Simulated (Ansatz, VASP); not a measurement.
## MgS in VASP and in Ansatz

File POSCAR:

```
MgS
1.0
    0.0000000000      2.6015179373      2.6015179373
    2.6015179373      0.0000000000      2.6015179373
    2.6015179373      2.6015179373      0.0000000000
Mg S
1 1
Direct
    0.0000000000      0.0000000000      0.0000000000
    0.5000000000      0.5000000000      0.5000000000
```

File INCAR.step1:

```
SYSTEM = MgS
PREC = Accurate ; ENCUT = 520
ISMEAR = 0 ; SIGMA = 0.01
LREAL = .FALSE. ; LASPH = .TRUE.
NELM = 60 ; NBANDS = 11
GGA = PE ; ALGO = Normal
EDIFF = 1E-4 ; LWAVE = .TRUE.
LCHARG = .FALSE.
```

The input INCAR.step2:

```
SYSTEM = MgS
PREC = Accurate ; ENCUT = 520
EDIFF = 1E-6 ; ISMEAR = 0
SIGMA = 0.01 ; LREAL = .FALSE.
LASPH = .TRUE. ; NELM = 60
ALGO = Normal ; ISIF = 2
LWAVE = .FALSE. ; LCHARG = .FALSE.
METAGGA = R2SCAN ; LMIXTAU = .TRUE.
NBANDS = 11 ; ISTART = 1
```

KPOINTS

```
Automatic mesh
0
G
  6 6 6
  0 0 0
```

Input for Ansatz:

```yaml
crystal:
  lattice:
    - [0.0, 2.6015179373, 2.6015179373]
    - [2.6015179373, 0.0, 2.6015179373]
    - [2.6015179373, 2.6015179373, 0.0]
  atoms:
    - { symbol: Mg, position: [0.0, 0.0, 0.0] }
    - { symbol: S, position: [0.5, 0.5, 0.5] }
kpoints:
  mp_grid: { grid: [6, 6, 6] }
hamiltonian:
  xc: r2scan
scf:
  occupations: { method: fixed }
  n_extra_bands: 4
output:
  forces: true
  stress: true
  eigenvalues: true
  write_density: true
  write_potential: true
  elf: true
  volumetric_format: npy
```

Alike in both runs: task single point; functional r2SCAN; k mesh 6 × 6 × 6; no spin polarisation.

```csv
,VASP,Ansatz
version,VASP 6.6.1,Ansatz 0.2.0
potentials or method,"VASP PAW PBE potentials, release 64 (Mg, S)","plane waves, PAW"
plane-wave cutoff (eV),520,500
occupations,"gaussian, width 0.01 eV",fixed
valence electrons in the cell,8,16
```

|  | VASP | Ansatz | Ansatz less VASP |
| --- | --- | --- | --- |
| gap on the k mesh at the Fermi level (eV) | 3.43 | 3.46 | +0.028 |
| pressure (GPa) | -0.4 | 0.0 | +0.44 |

VASP's potentials were made for PBE, not for r2SCAN. VASP's potentials hold 8 valence electrons a cell and Ansatz's 16, so a difference there can come from the potentials and not from the codes.
